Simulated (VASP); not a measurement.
# Sb (R-3m) in VASP: a series of runs, part 2 of 2

VASP 6.6.1.

## 4. Electric field gradients, PBE (equal xx and yy strain of -3 %)

INCAR

```
PREC = Accurate
ENCUT = 400
EDIFF = 1E-8
ISMEAR = -1
SIGMA = 0.05
LREAL = False
LASPH = True
NELM = 120
ALGO = Normal
ISIF = 2
LWAVE = False
LCHARG = False
GGA = PE
LEFG = True
NBANDS = 12
GGA_COMPAT = False
```

KPOINTS

```
regular mesh
0
Gamma
  9 9 9
```

POSCAR

```
Sb
1.0
    2.0860823220      1.2044001902      3.7440000000
   -2.0860823220      1.2044001902      3.7440000000
    0.0000000000     -2.4088003803      3.7440000000
Sb
2
Direct
    0.2336400000      0.2336400000      0.2336400000
    0.7663600000      0.7663600000      0.7663600000
```

Potentials or basis: VASP PAW PBE potentials, release 64 (Sb).

Launch:

```bash
cat potpaw_PBE.64/Sb/POTCAR > POTCAR
mpirun -np 1 vasp_std > vasp.out
```

OUTCAR:

```text
PREC = Accurate
   ENCUT = 400
   EDIFF = 1E-8
   ISMEAR = -1
   LREAL = False
   LASPH = True
   NELM = 120
   ISIF = 2
   GGA = PE

 ion  position               nearest neighbor table
   1  0.234  0.234  0.234-   2 2.84   2 2.84   2 2.84   2 3.29   2 3.29   2 3.29
   2  0.766  0.766  0.766-   1 2.84   1 2.84   1 2.84   1 3.29   1 3.29   1 3.29

  LATTYP: Found a trigonal (rhomboedric) cell.
 ALAT       =     4.4519496035
 COS(alpha) =     0.5608707133

  Lattice vectors:

 A1 = (   2.0860823220,   1.2044001902,   3.7440000000)
 A2 = (  -2.0860823220,   1.2044001902,   3.7440000000)
 A3 = (   0.0000000000,  -2.4088003803,   3.7440000000)

Analysis of symmetry for initial positions (statically):
=====================================================================
 Subroutine PRICEL returns:
 Original cell was already a primitive cell.

 Routine SETGRP: Setting up the symmetry group for a
 trigonal (rhombohedral) supercell.

 Subroutine GETGRP returns: Found 12 space group operations
 (whereof 12 operations were pure point group operations)
 out of a pool of 12 trial point group operations.

The static configuration has the point symmetry D_3d.

Analysis of symmetry for dynamics (positions and initial velocities):
=====================================================================
 Subroutine PRICEL returns:
 Original cell was already a primitive cell.

 Routine SETGRP: Setting up the symmetry group for a
 trigonal (rhombohedral) supercell.

 Subroutine GETGRP returns: Found 12 space group operations
 (whereof 12 operations were pure point group operations)
 out of a pool of 12 trial point group operations.

The dynamic configuration has the point symmetry D_3d.

 Subroutine INISYM returns: Found 12 space group operations
 (whereof 12 operations are pure point group operations),
 and found     1 'primitive' translations

----------------------------------------------------------------------------------------

                                     Primitive cell

  volume of cell :      56.4403

  direct lattice vectors                    reciprocal lattice vectors
     2.086082322  1.204400190  3.744000000     0.239683734  0.138381468  0.089031339
    -2.086082322  1.204400190  3.744000000    -0.239683734  0.138381468  0.089031339
     0.000000000 -2.408800380  3.744000000     0.000000000 -0.276762936  0.089031339

  length of vectors
     4.451949604  4.451949604  4.451949604     0.290730635  0.290730635  0.290730635

  position of ions in fractional coordinates (direct lattice)
     0.233640000  0.233640000  0.233640000
     0.766360000  0.766360000  0.766360000

  ion indices of the primitive-cell ions
   primitive index   ion index
                 1           1
                 2           2

----------------------------------------------------------------------------------------

 KPOINTS: regular mesh

Automatic generation of k-mesh.
 Grid dimensions read from file:
 generate k-points for:    9    9    9

 Generating k-lattice:
[... 80 lines left out ...]
   IMIX   =      4    mixing-type and parameters
     AMIX     =   0.40;   BMIX     =  1.00
     AMIX_MAG =   1.60;   BMIX_MAG =  1.00
  volume/ion in A,a.u.               =      28.22       190.44
  Fermi-wavevector in a.u.,A,eV,Ry     =   0.919486  1.737576 11.503103  0.845454
  Thomas-Fermi vector in A             =   2.044685
   LORBIT       =      0    0 simple, 1 ext, 2 COOP (PROOUT), +10 PAW based schemes
   GGA     = PE    functional components
   LHFCALC =     F    Hartree Fock is set to
   AEXX    =    0.0000 exact exchange contribution
   IVDW    =     0    specifies the selected vdW correction
   LEPSILON=     F    determine dielectric tensor
   LRPA    =     F    only Hartree local field effects (RPA)
 non-spin polarized calculation
  energy-cutoff  :      400.00
  volume of cell :       56.44
 maximum number of plane-waves:      1040
 NGX is ok and might be reduce to    30
   NGX = 15   NGY = 15   NGZ = 15

 number of electron      10.0000000 magnetization

 Free energy of the ion-electron system (eV)
  ---------------------------------------------------
  ext. energy  EPLUGINS =         0.00000000
  ---------------------------------------------------
  free energy    TOTEN  =        -8.11831358 eV

  energy without entropy =       -8.11548598  energy(sigma->0) =       -8.11689978

 E-fermi :   8.2194     XC(G=0):  -9.8240

 val. band max:        8.2109250537   @ k =   0.3333   0.1111   0.1111
 cond. band min:       8.2629139073   @ k =  -0.3333   0.1111   0.0000
 fundamental gap:      0.0519888536
 Fermi energy:         8.2194074587

 k-point     1 :       0.0000    0.0000    0.0000
  band No.  band energies     occupation
      1      -5.1193      2.00000
      2       3.7019      2.00000
      3       5.7058      2.00000
      4       6.3629      2.00000
      5       6.3629      2.00000
      6      10.2587      0.00000
      7      10.9707      0.00000
      8      10.9707      0.00000
      9      13.3262      0.00000
     10      13.3262      0.00000
     11      13.4060      0.00000
     12      14.6181      0.00000
[... 331 lines left out ...]
 k-point    24 :       0.4444    0.4444    0.0000
  band No.  band energies     occupation
      1      -2.6753      2.00000
      2       0.1696      2.00000
      3       2.5467      2.00000
      4       4.0815      2.00000
      5       4.3610      2.00000
      6       9.5298      0.00000
      7      13.3131      0.00000
      8      13.9279      0.00000
      9      15.0715      0.00000
     10      16.8522      0.00000
     11      18.1649      0.00000
     12      18.9387      0.00000

 [... further k-points ...]

------------------------ aborting loop because EDIFF is reached ----------------------------------------

  FORCE on cell =-STRESS in cart. coord.  units (eV):
  Direction    XX          YY          ZZ          XY          YZ          ZX
  --------------------------------------------------------------------------------------
  -------------------------------------------------------------------------------------
  Total        3.0459221      3.0459221      2.2461688     -0.0000000      0.0000000      0.0000000
  in kB       86.4649353     86.4649353     63.7622491     -0.0000000      0.0000000      0.0000000
  external PRESSURE =      78.8973732 kB  Pullay stress =       0.0000000 kB

 VOLUME and BASIS-vectors are now :
 -----------------------------------------------------------------------------
  energy-cutoff  :      400.00
  volume of cell :       56.44
      direct lattice vectors                 reciprocal lattice vectors
     2.086082322  1.204400190  3.744000000     0.239683734  0.138381468  0.089031339
    -2.086082322  1.204400190  3.744000000    -0.239683734  0.138381468  0.089031339
     0.000000000 -2.408800380  3.744000000     0.000000000 -0.276762936  0.089031339

 POSITION                                       TOTAL-FORCE (eV/Angst)
 -----------------------------------------------------------------------------------
      0.00000      0.00000      2.62424         0.000000      0.000000      0.631625
      0.00000      0.00000      8.60776         0.000000     -0.000000     -0.631625
 -----------------------------------------------------------------------------------
    total drift:                                0.000000     -0.000000      0.000000

  FREE ENERGIE OF THE ION-ELECTRON SYSTEM (eV)
  ---------------------------------------------------
  free  energy   TOTEN  =        -8.1183135814 eV

  energy  without entropy=       -8.1154859757  energy(sigma->0) =       -8.11689978

 Electric field gradients (V/A^2)
---------------------------------------------------------------------
 ion       V_xx      V_yy      V_zz      V_xy      V_xz      V_yz
---------------------------------------------------------------------
   1      16.366    16.366   -32.733    -0.000    -0.000    -0.000
   2      16.366    16.366   -32.733    -0.000    -0.000    -0.000
---------------------------------------------------------------------

 Electric field gradients after diagonalization (V/A^2)
 (convention: |V_zz| > |V_xx| > |V_yy|)
----------------------------------------------------------------------
 ion       V_xx      V_yy      V_zz     asymmetry (V_yy - V_xx)/ V_zz
----------------------------------------------------------------------
   1      16.366    16.366   -32.733       0.000
   2      16.366    16.366   -32.733       0.000
----------------------------------------------------------------------

           NMR quadrupolar parameters

 Cq : quadrupolar parameter    Cq=e*Q*V_zz/h
 eta: asymmetry parameters     (V_yy - V_xx)/ V_zz
 Q  : nuclear electric quadrupole moment in mb (millibarn)
----------------------------------------------------------------------
 ion       Cq(MHz)       eta       Q (mb)
----------------------------------------------------------------------
   1      -0.079       0.000       1.000
   2      -0.079       0.000       1.000
----------------------------------------------------------------------
```

It took 23 s on 1 thread of Intel Xeon Platinum 8559C (Emerald Rapids), shared host; peak memory 0.18 GiB.

Results:

* Free energy: -8.1183 eV
* Pressure: 7.9 GPa
* Largest force: 0.632 eV/Å
* Band gap on the k mesh: zero (band 5 reaches 8.39 eV, above the bottom of band 6 at 8.16 eV)

Forces on the atoms (eV/Å):
```
Sb   0.000  0.000  0.632
Sb   0.000  0.000 -0.632
```

Levels at points of the mesh, in eV from the Fermi level:
```
           k point  band 3  band 4  band 5  band 6  band 7  band 8
(0.00, 0.00, 0.00)   -2.51   -1.86   -1.86    2.04    2.75    2.75
```

Electric field gradients, principal values (V/Å²):
```
atom   least  middle  greatest (by size)
1 Sb  16.366  16.366             -32.733
2 Sb  16.366  16.366             -32.733
```

Caveat: the cell differs from its parent crystal (equal xx and yy strain of -3 %); without QUAD_EFG the Cq values of the log hold for a quadrupole moment of 1 mb, not for the nuclei; spin-orbit coupling is left out, which moves the levels of the heavy elements.

## 5. Electric field gradients, PBE (equal xx and yy strain of -3 %)

INCAR

```
SYSTEM = Sb
  ALGO = Normal
  EDIFF = 1E-8
  ENCUT = 400
  GGA = PE
  GGA_COMPAT = .FALSE.
  ISIF = 2
  ISMEAR = -1
  LASPH = .TRUE.
  LCHARG = .FALSE.
  LEFG = .TRUE.
  LREAL = .FALSE.
  LWAVE = .FALSE.
  NBANDS = 12
  NELM = 120
  PREC = Accurate
  SIGMA = 0.05
```

KPOINTS

```
k-points
0
G
  9 9 9
  0 0 0
```

POSCAR is that of step 4.

Potentials or basis: VASP PAW PBE potentials, release 64 (Sb).

Launch:

```bash
cat potpaw_PBE.64/Sb/POTCAR > POTCAR
mpirun -np 1 vasp_std > vasp.out
```

OUTCAR:

```text
SYSTEM = Sb
   EDIFF = 1E-8
   ENCUT = 400
   GGA = PE
   ISIF = 2
   ISMEAR = -1
   LASPH = .TRUE.
   LREAL = .FALSE.
   NELM = 120
   PREC = Accurate

 ion  position               nearest neighbor table
   1  0.234  0.234  0.234-   2 2.84   2 2.84   2 2.84   2 3.29   2 3.29   2 3.29
   2  0.766  0.766  0.766-   1 2.84   1 2.84   1 2.84   1 3.29   1 3.29   1 3.29

  LATTYP: Found a trigonal (rhomboedric) cell.
 ALAT       =     4.4519496035
 COS(alpha) =     0.5608707133

  Lattice vectors:

 A1 = (   2.0860823220,   1.2044001902,   3.7440000000)
 A2 = (  -2.0860823220,   1.2044001902,   3.7440000000)
 A3 = (   0.0000000000,  -2.4088003803,   3.7440000000)

Analysis of symmetry for initial positions (statically):
=====================================================================
 Subroutine PRICEL returns:
 Original cell was already a primitive cell.

 Routine SETGRP: Setting up the symmetry group for a
 trigonal (rhombohedral) supercell.

 Subroutine GETGRP returns: Found 12 space group operations
 (whereof 12 operations were pure point group operations)
 out of a pool of 12 trial point group operations.

The static configuration has the point symmetry D_3d.

Analysis of symmetry for dynamics (positions and initial velocities):
=====================================================================
 Subroutine PRICEL returns:
 Original cell was already a primitive cell.

 Routine SETGRP: Setting up the symmetry group for a
 trigonal (rhombohedral) supercell.

 Subroutine GETGRP returns: Found 12 space group operations
 (whereof 12 operations were pure point group operations)
[... 506 lines left out ...]
      3       2.5467      2.00000
      4       4.0815      2.00000
      5       4.3610      2.00000
      6       9.5298      0.00000
      7      13.3131      0.00000
      8      13.9279      0.00000
      9      15.0715      0.00000
     10      16.8522      0.00000
     11      18.1649      0.00000
     12      18.9387      0.00000

 [... further k-points ...]

------------------------ aborting loop because EDIFF is reached ----------------------------------------

  FORCE on cell =-STRESS in cart. coord.  units (eV):
  Direction    XX          YY          ZZ          XY          YZ          ZX
  --------------------------------------------------------------------------------------
  -------------------------------------------------------------------------------------
  Total        3.0459221      3.0459221      2.2461688     -0.0000000      0.0000000      0.0000000
  in kB       86.4649353     86.4649353     63.7622491     -0.0000000      0.0000000      0.0000000
  external PRESSURE =      78.8973732 kB  Pullay stress =       0.0000000 kB

 VOLUME and BASIS-vectors are now :
 -----------------------------------------------------------------------------
  energy-cutoff  :      400.00
  volume of cell :       56.44
      direct lattice vectors                 reciprocal lattice vectors
     2.086082322  1.204400190  3.744000000     0.239683734  0.138381468  0.089031339
    -2.086082322  1.204400190  3.744000000    -0.239683734  0.138381468  0.089031339
     0.000000000 -2.408800380  3.744000000     0.000000000 -0.276762936  0.089031339

 POSITION                                       TOTAL-FORCE (eV/Angst)
 -----------------------------------------------------------------------------------
      0.00000      0.00000      2.62424         0.000000      0.000000      0.631625
      0.00000      0.00000      8.60776         0.000000     -0.000000     -0.631625
 -----------------------------------------------------------------------------------
    total drift:                                0.000000     -0.000000      0.000000

  FREE ENERGIE OF THE ION-ELECTRON SYSTEM (eV)
  ---------------------------------------------------
  free  energy   TOTEN  =        -8.1183135814 eV

  energy  without entropy=       -8.1154859757  energy(sigma->0) =       -8.11689978

 Electric field gradients (V/A^2)
---------------------------------------------------------------------
 ion       V_xx      V_yy      V_zz      V_xy      V_xz      V_yz
---------------------------------------------------------------------
   1      16.366    16.366   -32.733    -0.000    -0.000    -0.000
   2      16.366    16.366   -32.733    -0.000    -0.000    -0.000
---------------------------------------------------------------------

 Electric field gradients after diagonalization (V/A^2)
 (convention: |V_zz| > |V_xx| > |V_yy|)
----------------------------------------------------------------------
 ion       V_xx      V_yy      V_zz     asymmetry (V_yy - V_xx)/ V_zz
----------------------------------------------------------------------
   1      16.366    16.366   -32.733       0.000
   2      16.366    16.366   -32.733       0.000
----------------------------------------------------------------------

           NMR quadrupolar parameters

 Cq : quadrupolar parameter    Cq=e*Q*V_zz/h
 eta: asymmetry parameters     (V_yy - V_xx)/ V_zz
 Q  : nuclear electric quadrupole moment in mb (millibarn)
----------------------------------------------------------------------
 ion       Cq(MHz)       eta       Q (mb)
----------------------------------------------------------------------
   1      -0.079       0.000       1.000
   2      -0.079       0.000       1.000
----------------------------------------------------------------------
```

It took 23 s on 1 thread of Intel Xeon Platinum 8559C (Emerald Rapids), shared host; peak memory 0.18 GiB.

What came out:

```yaml
Free_energy: -8.1183 eV
Pressure: 7.9 GPa
Largest_force: 0.632 eV/Å
Band_gap_on_the_k_mesh: zero (band 5 reaches 8.39 eV, above the bottom of band 6 at 8.16 eV)
```

Forces on the atoms (eV/Å):
```
Sb   0.000  0.000  0.632
Sb   0.000  0.000 -0.632
```

Stress tensor (GPa, compression positive):
```
8.65 0.00 0.00
0.00 8.65 0.00
0.00 0.00 6.38
```

Electric field gradients, principal values (V/Å²):
```tsv
atom	least	middle	greatest (by size)
1 Sb	16.366	16.366	-32.733
2 Sb	16.366	16.366	-32.733
```

Caveat: the cell differs from its parent crystal (equal xx and yy strain of -3 %); without QUAD_EFG the Cq values of the log hold for a quadrupole moment of 1 mb, not for the nuclei; spin-orbit coupling is left out, which moves the levels of the heavy elements.

## 6. Summary

| cell | gap on the mesh (eV) | pressure (GPa) | largest force (eV/Å) |
| --- | --- | --- | --- |
| a = 4.430 Å, angles 58.1°, 2 atoms | 0.05 | 4.4 | 0.37 |
| a = 4.524 Å, angles 56.8°, 2 atoms | 0.06 | 2.6 | 0.18 |
| a = 4.452 Å, angles 55.9°, 2 atoms | none | 7.9 | 0.63 |

Alike in all rows: task electric field gradients; level PBE; potentials or basis VASP PAW PBE potentials, release 64 (Sb); no spin polarisation; k mesh 9 × 9 × 9; cutoff (eV) 400; smearing fermi-dirac 0.05 eV.

Caveats: spin-orbit coupling is left out, which moves the levels of the heavy elements.

Total energies depend on the potentials used, so only differences within one code and one set of settings carry meaning.
